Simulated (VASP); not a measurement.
# Si5P3: single point with PBE

Si5P3:

```
CELL_PARAMETERS angstrom
3.62187 0.00000 0.00000
-1.81093 3.13663 0.00000
0.00000 0.00000 31.75724
ATOMIC_POSITIONS crystal
Si 0.00000 0.00000 0.96310
Si 0.00000 0.00000 0.03690
Si 0.66667 0.33333 0.22702
Si 0.66667 0.33333 0.30102
Si 0.33333 0.66667 0.40395
Si 0.33333 0.66667 0.32951
Si 0.66667 0.33333 0.59605
Si 0.66667 0.33333 0.67049
Si 0.33333 0.66667 0.77298
Si 0.33333 0.66667 0.69898
P 0.66667 0.33333 0.93245
P 0.33333 0.66667 0.06755
P 0.00000 0.00000 0.19614
P 0.66667 0.33333 0.43497
P 0.33333 0.66667 0.56503
P 0.00000 0.00000 0.80386
```

```yaml
Program: VASP 6.6.1
Task: single point
Functional: PBE
Potentials_or_basis: VASP PAW PBE potentials, release 64 (Si, P)
Cutoff: 520 eV
k_mesh: 12 × 12 × 1
Occupations: gaussian, width 0.02 eV
Spin: no spin polarisation
```

```yaml
Pressure: -0.1 GPa
Largest_force: 0.021 eV/Å
Band_gap_on_the_k_mesh: 0.62 eV (least direct gap 1.66 eV)
```

Forces on the atoms (eV/Å):
```
Si   0.000  0.000 -0.013
Si   0.000  0.000  0.013
Si   0.000  0.000 -0.012
Si   0.000  0.000  0.007
Si   0.000  0.000  0.015
Si   0.000  0.000 -0.010
Si   0.000  0.000 -0.015
Si   0.000  0.000  0.010
Si   0.000  0.000  0.012
Si   0.000  0.000 -0.007
P    0.000  0.000  0.015
P    0.000  0.000 -0.015
P    0.000  0.000  0.020
P    0.000  0.000 -0.021
P    0.000  0.000  0.021
P    0.000  0.000 -0.020
```

Levels at points of the mesh, in eV from the valence-band top:
```csv
k point,band 33,band 34,band 35,band 36,band 37,band 38
"(0.00, 0.00, 0.00)",0.00,0.00,0.00,1.66,1.69,2.00
"(0.50, 0.00, 0.00)",-1.70,-1.70,-1.21,0.69,0.70,0.95
```

Run time: 5.2 min on 1 thread of Intel(R) Xeon(R) 6975P-C (Granite Rapids), with other jobs on the host, peak memory 0.52 GiB.

Caveat: an odd mesh through Γ misses points on the zone boundary, where band edges can lie; this functional lacks dispersion, which binds the layers, so the pressure and a relaxed spacing across them are unreliable.
